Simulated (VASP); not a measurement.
# Al2H (Fm-3m) in VASP: further runs

The runs below take Al2H through single point, relaxation of cell and atoms, with PBE.

All numbers are computed with VASP 6.6.1; they aren't measurements. Logs are shortened: lines on timing, memory, paths and dates and some standing lists are left out, and cuts for length are marked.

### 1 The cell of the first run

It takes space group Fm-3m (No. 225, cubic). Conventional cell: a = 5.492 Å, b = 5.492 Å, c = 5.492 Å, α = 90.00°, β = 90.00°, γ = 90.00°. Within 3.1 Å of Al (site symmetry -43m) lie 4 H at 2.38 Å and 6 Al at 2.75 Å. H (site symmetry m-3m) has 8 Al at 2.38 Å within 3.1 Å.

### 2 Single point, PBE

Input file INCAR:

```
ALGO = Normal
EDIFF = 1E-6
ENCUT = 520
GGA = PE
ISIF = 2
ISMEAR = 0
LASPH = True
LCHARG = False
LREAL = False
LWAVE = False
NBANDS = 10
NELM = 60
PREC = Accurate
SIGMA = 0.1
```

Input file KPOINTS:

```
k-points
0
Gamma
  6 6 6
```

Input file POSCAR:

```
Al2H
1.0
    0.0000000000      2.7459318478      2.7459318478
    2.7459318478      0.0000000000      2.7459318478
    2.7459318478      2.7459318478      0.0000000000
Al H
2 1
Direct
    0.7500000000      0.7500000000      0.7500000000
    0.2500000000      0.2500000000      0.2500000000
    0.0000000000      0.0000000000      0.0000000000
```

Potentials or basis: VASP PAW PBE potentials, release 64 (Al, H).

The run is started by

```
$ cat potpaw_PBE.64/Al/POTCAR potpaw_PBE.64/H/POTCAR > POTCAR
$ mpirun -np 1 vasp_std > vasp.out
```

OUTCAR:

```text
EDIFF = 1E-6
   ENCUT = 520
   GGA = PE
   ISIF = 2
   ISMEAR = 0
   LASPH = True
   LREAL = False
   NELM = 60
   PREC = Accurate

 ion  position               nearest neighbor table
   1  0.750  0.750  0.750-   2 2.75   2 2.75   2 2.75   2 2.75   2 2.75   2 2.75
   2  0.250  0.250  0.250-   1 2.75   1 2.75   1 2.75   1 2.75   1 2.75   1 2.75
   3  0.000  0.000  0.000-

  LATTYP: Found a face centered cubic cell.
 ALAT       =     5.4918636956

  Lattice vectors:

 A1 = (   0.0000000000,   2.7459318478,   2.7459318478)
 A2 = (   2.7459318478,   0.0000000000,   2.7459318478)
 A3 = (   2.7459318478,   2.7459318478,   0.0000000000)

Analysis of symmetry for initial positions (statically):
=====================================================================
 Subroutine PRICEL returns:
 Original cell was already a primitive cell.

 Routine SETGRP: Setting up the symmetry group for a
 face centered cubic supercell.

 Subroutine GETGRP returns: Found 48 space group operations
 (whereof 48 operations were pure point group operations)
 out of a pool of 48 trial point group operations.

The static configuration has the point symmetry O_h .

Analysis of symmetry for dynamics (positions and initial velocities):
=====================================================================
 Subroutine PRICEL returns:
 Original cell was already a primitive cell.

 Routine SETGRP: Setting up the symmetry group for a
 face centered cubic supercell.

 Subroutine GETGRP returns: Found 48 space group operations
 (whereof 48 operations were pure point group operations)
 out of a pool of 48 trial point group operations.

The dynamic configuration has the point symmetry O_h .

 Subroutine INISYM returns: Found 48 space group operations
 (whereof 48 operations are pure point group operations),
 and found     1 'primitive' translations

----------------------------------------------------------------------------------------

                                     Primitive cell

  volume of cell :      41.4094

  direct lattice vectors                    reciprocal lattice vectors
     0.000000000  2.745931848  2.745931848    -0.182087549  0.182087549  0.182087549
     2.745931848  0.000000000  2.745931848     0.182087549 -0.182087549  0.182087549
     2.745931848  2.745931848  0.000000000     0.182087549  0.182087549 -0.182087549

  length of vectors
     3.883334061  3.883334061  3.883334061     0.315384886  0.315384886  0.315384886

  position of ions in fractional coordinates (direct lattice)
     0.750000000  0.750000000  0.750000000
     0.250000000  0.250000000  0.250000000
     0.000000000  0.000000000  0.000000000

  ion indices of the primitive-cell ions
   primitive index   ion index
                 1           1
                 2           2
                 3           3

----------------------------------------------------------------------------------------

 KPOINTS: k-points

Automatic generation of k-mesh.
 Grid dimensions read from file:
 generate k-points for:    6    6    6

 Generating k-lattice:

  Cartesian coordinates                     Fractional coordinates (reciprocal lattice)
    -0.030347925  0.030347925  0.030347925     0.166666667  0.000000000  0.000000000
     0.030347925 -0.030347925  0.030347925     0.000000000  0.166666667  0.000000000
     0.030347925  0.030347925 -0.030347925     0.000000000  0.000000000  0.166666667

  Length of vectors
     0.052564148  0.052564148  0.052564148

  Shift w.r.t. Gamma in fractional coordinates (k-lattice)
     0.000000000  0.000000000  0.000000000

 Subroutine IBZKPT returns following result:
 ===========================================

 Found     16 irreducible k-points:

 Following reciprocal coordinates:
            Coordinates               Weight
  0.000000  0.000000  0.000000      1.000000
  0.166667  0.000000  0.000000      8.000000
  0.333333  0.000000  0.000000      8.000000
  0.500000  0.000000  0.000000      4.000000
  0.166667  0.166667  0.000000      6.000000
  0.333333  0.166667  0.000000     24.000000
[... 8 lines left out ...]
 -0.333333  0.333333  0.166667     24.000000
 -0.333333  0.500000  0.166667     12.000000
   k-points           NKPTS =     16   k-points in BZ     NKDIM =     16   number of bands    NBANDS=     10
   number of dos      NEDOS =    301   number of ions     NIONS =      3
   total plane-waves  NPLWV =  27000
   dimension x,y,z NGX =    30 NGY =   30 NGZ =   30
   dimension x,y,z NGXF=    60 NGYF=   60 NGZF=   60
   ions per type =               2   1
   NGX,Y,Z   is equivalent  to a cutoff of  12.84, 12.84, 12.84 a.u.
   NGXF,Y,Z  is equivalent  to a cutoff of  25.69, 25.69, 25.69 a.u.
 SYSTEM =  unknown system
   PREC   = accura    normal or accurate (medium, high low for compatibility)
   ISTART =      0    job   : 0-new  1-cont  2-samecut
   ICHARG =      2    charge: 1-file 2-atom 10-const
   ISPIN  =      1    spin polarized calculation?
   LNONCOLLINEAR =      F non collinear calculations
   LSORBIT =      F    spin-orbit coupling
   LASPH  =      T    aspherical Exc in radial PAW
   ENCUT  =  520.0 eV  38.22 Ry    6.18 a.u.   7.22  7.22  7.22*2*pi/ulx,y,z
   NELM   =     60;   NELMIN=  2; NELMDL= -5     # of ELM steps
   EDIFF  = 0.1E-05   stopping-criterion for ELM
   LREAL  =      F    real-space projection
   EDIFFG = 0.1E-04   stopping-criterion for IOM
   NSW    =      0    number of steps for IOM
   IBRION =     -1    ionic relax: 0-MD 1-quasi-New 2-CG
   NFREE  =      0    steps in history (QN), initial steepest desc. (CG)
   ISIF   =      2    stress and relaxation
   ISYM   =      2    0-nonsym 1-usesym 2-fastsym
   POTIM  = 0.5000    time-step for ionic-motion
   TEBEG  =    0.0;   TEEND  =   0.0 temperature during run
   PSTRESS=    0.0 pullay stress
   NELECT =       7.0000    total number of electrons
   NUPDOWN=      -1.0000    fix difference up-down
   EMIN   =  10.00;   EMAX   =-10.00  energy-range for DOS
   EFERMI =   0.00;   METHOD = LEGACY
   ISMEAR =     0;   SIGMA  =   0.10  broadening in eV -4-tet -1-fermi 0-gaus
   EFERMI_NEDOS =   21; number of points for ismear=-14 and -15
   IALGO  =     38    algorithm
   IMIX   =      4    mixing-type and parameters
     AMIX     =   0.40;   BMIX     =  1.00
     AMIX_MAG =   1.60;   BMIX_MAG =  1.00
  volume/ion in A,a.u.               =      13.80        93.15
  Fermi-wavevector in a.u.,A,eV,Ry     =   0.905193  1.710566 11.148260  0.819374
  Thomas-Fermi vector in A             =   2.028731
   LORBIT       =      0    0 simple, 1 ext, 2 COOP (PROOUT), +10 PAW based schemes
   GGA     = PE    functional components
   LHFCALC =     F    Hartree Fock is set to
   AEXX    =    0.0000 exact exchange contribution
   IVDW    =     0    specifies the selected vdW correction
   LEPSILON=     F    determine dielectric tensor
   LRPA    =     F    only Hartree local field effects (RPA)
 non-spin polarized calculation
 Gauss-broadening in eV      SIGMA  =   0.10
  energy-cutoff  :      520.00
  volume of cell :       41.41
 maximum number of plane-waves:      1139
 NGX is ok and might be reduce to    30
   NGX = 15   NGY = 15   NGZ = 15

 number of electron       7.0000000 magnetization

 Free energy of the ion-electron system (eV)
  ---------------------------------------------------
  ext. energy  EPLUGINS =         0.00000000
  ---------------------------------------------------
  free energy    TOTEN  =        -9.21306271 eV

  energy without entropy =       -9.20896686  energy(sigma->0) =       -9.21101479

 E-fermi :   5.9723     XC(G=0):  -9.7152

 val. band max:        5.9420249372   @ k =  -0.3333   0.3333   0.0000
 cond. band min:       6.2438574823   @ k =   0.3333   0.3333   0.0000
 fundamental gap:      0.3018325451
 Fermi energy:         5.9722816889

 k-point     1 :       0.0000    0.0000    0.0000
  band No.  band energies     occupation
      1      -4.6352      2.00000
      2       7.4003      0.00000
      3       8.4784      0.00000
      4       8.4784      0.00000
      5       8.4784      0.00000
      6      10.7132      0.00000
      7      10.7132      0.00000
      8      10.7132      0.00000
      9      12.2773      0.00000
     10      13.5869      0.00000

 k-point     2 :       0.1667    0.0000    0.0000
  band No.  band energies     occupation
      1      -4.2413      2.00000
      2       5.1595      2.00000
      3       7.4513      0.00000
      4       8.0762      0.00000
      5       8.0762      0.00000
      6      11.1985      0.00000
      7      11.1985      0.00000
      8      12.0232      0.00000
      9      12.0232      0.00000
     10      12.2306      0.00000

 k-point     3 :       0.3333    0.0000    0.0000
  band No.  band energies     occupation
      1      -3.0893      2.00000
      2       1.8718      2.00000
      3       6.9825      0.00000
      4       7.8329      0.00000
      5       7.8329      0.00000
      6       9.4322      0.00000
      7       9.4322      0.00000
      8      11.6995      0.00000
      9      14.4353      0.00000
     10      14.4353      0.00000

 k-point     4 :       0.5000    0.0000    0.0000
  band No.  band energies     occupation
      1      -1.7458      2.00000
      2      -0.2098      2.00000
      3       6.8175      0.00000
      4       8.0837      0.00000
      5       8.0837      0.00000
      6       8.4635      0.00000
      7       8.4635      0.00000
      8      11.2635      0.00000
      9      16.8819      0.00000
     10      17.5917      0.00000

 k-point     5 :       0.1667    0.1667    0.0000
  band No.  band energies     occupation
      1      -4.1097      2.00000
      2       5.8891      1.76040
      3       6.8641      0.00000
      4       6.8641      0.00000
      5       7.2266      0.00000
      6       9.2832      0.00000
      7      12.5264      0.00000
      8      13.3007      0.00000
      9      13.3007      0.00000
     10      14.0413      0.00000

 k-point     6 :       0.3333    0.1667    0.0000
  band No.  band energies     occupation
      1      -3.2057      2.00000
      2       3.1667      2.00000
      3       5.5053      2.00000
      4       6.2865      0.00001
      5       7.3467      0.00000
      6       9.0991      0.00000
      7      12.2236      0.00000
      8      12.4605      0.00000
      9      14.0162      0.00000
     10      15.7596      0.00000
[... 79 lines left out ...]
 k-point    13 :       0.5000    0.5000    0.0000
  band No.  band energies     occupation
      1      -0.4363      2.00000
      2       0.4123      2.00000
      3       4.9495      2.00000
      4       4.9495      2.00000
      5       5.3329      2.00000
      6       5.4361      2.00000
      7      16.1865      0.00000
      8      16.1937      0.00000
      9      17.9831      0.00000
     10      17.9831      0.00000

 k-point    14 :       0.5000    0.3333    0.1667
  band No.  band energies     occupation
      1      -2.0817      2.00000
      2       2.4641      2.00000
      3       3.0659      2.00000
      4       4.8260      2.00000
      5       8.6825      0.00000
      6       9.0215      0.00000
      7      11.0017      0.00000
      8      14.4626      0.00000
      9      15.6978      0.00000
     10      16.6921      0.00000

 k-point    15 :      -0.3333    0.3333    0.1667
  band No.  band energies     occupation
      1      -0.8076      2.00000
      2       0.7860      2.00000
      3       2.7775      2.00000
      4       4.0629      2.00000
      5       8.7911      0.00000
      6       9.9453      0.00000
      7      11.4534      0.00000
      8      13.2853      0.00000
      9      15.9437      0.00000
     10      16.6767      0.00000

 k-point    16 :      -0.3333    0.5000    0.1667
  band No.  band energies     occupation
      1      -0.2279      2.00000
      2       0.9506      2.00000
      3       2.5435      2.00000
      4       3.0762      2.00000
      5       8.3824      0.00000
      6       8.6241      0.00000
      7      12.7497      0.00000
      8      13.4283      0.00000
      9      18.3966      0.00000
     10      18.6660      0.00000

------------------------ aborting loop because EDIFF is reached ----------------------------------------

  FORCE on cell =-STRESS in cart. coord.  units (eV):
  Direction    XX          YY          ZZ          XY          YZ          ZX
  --------------------------------------------------------------------------------------
  -------------------------------------------------------------------------------------
  Total        0.0384385      0.0384385      0.0384385      0.0000000     -0.0000000      0.0000000
  in kB        1.4872268      1.4872268      1.4872268      0.0000000     -0.0000000      0.0000000
  external PRESSURE =       1.4872268 kB  Pullay stress =       0.0000000 kB

 VOLUME and BASIS-vectors are now :
 -----------------------------------------------------------------------------
  energy-cutoff  :      520.00
  volume of cell :       41.41
      direct lattice vectors                 reciprocal lattice vectors
     0.000000000  2.745931848  2.745931848    -0.182087549  0.182087549  0.182087549
     2.745931848  0.000000000  2.745931848     0.182087549 -0.182087549  0.182087549
     2.745931848  2.745931848  0.000000000     0.182087549  0.182087549 -0.182087549

 POSITION                                       TOTAL-FORCE (eV/Angst)
 -----------------------------------------------------------------------------------
      4.11890      4.11890      4.11890         0.000000      0.000000     -0.000000
      1.37297      1.37297      1.37297        -0.000000     -0.000000      0.000000
      0.00000      0.00000      0.00000         0.000000      0.000000      0.000000
 -----------------------------------------------------------------------------------
    total drift:                                0.000000      0.000000     -0.000000

  FREE ENERGIE OF THE ION-ELECTRON SYSTEM (eV)
  ---------------------------------------------------
  free  energy   TOTEN  =        -9.2130627143 eV

  energy  without entropy=       -9.2089668617  energy(sigma->0) =       -9.21101479
```

It took 4.7 s on 1 thread of AMD EPYC 9R45 (Zen 5), shared host; peak memory 0.12 GiB.

Results:

| Property | Result |
| --- | --- |
| Free energy | -9.2131 eV |
| Pressure | 0.1 GPa |

Levels at points of the mesh, in eV from the Fermi level:
| k point | band 1 | band 2 | band 3 | band 4 | band 5 | band 6 |
| --- | --- | --- | --- | --- | --- | --- |
| (0.00, 0.00, 0.00) | -10.61 | 1.43 | 2.51 | 2.51 | 2.51 | 4.74 |
| (0.50, 0.00, 0.00) | -7.72 | -6.18 | 0.85 | 2.11 | 2.11 | 2.49 |
| (0.50, 0.50, 0.00) | -6.41 | -5.56 | -1.02 | -1.02 | -0.64 | -0.54 |

[end of part 1 of 2]
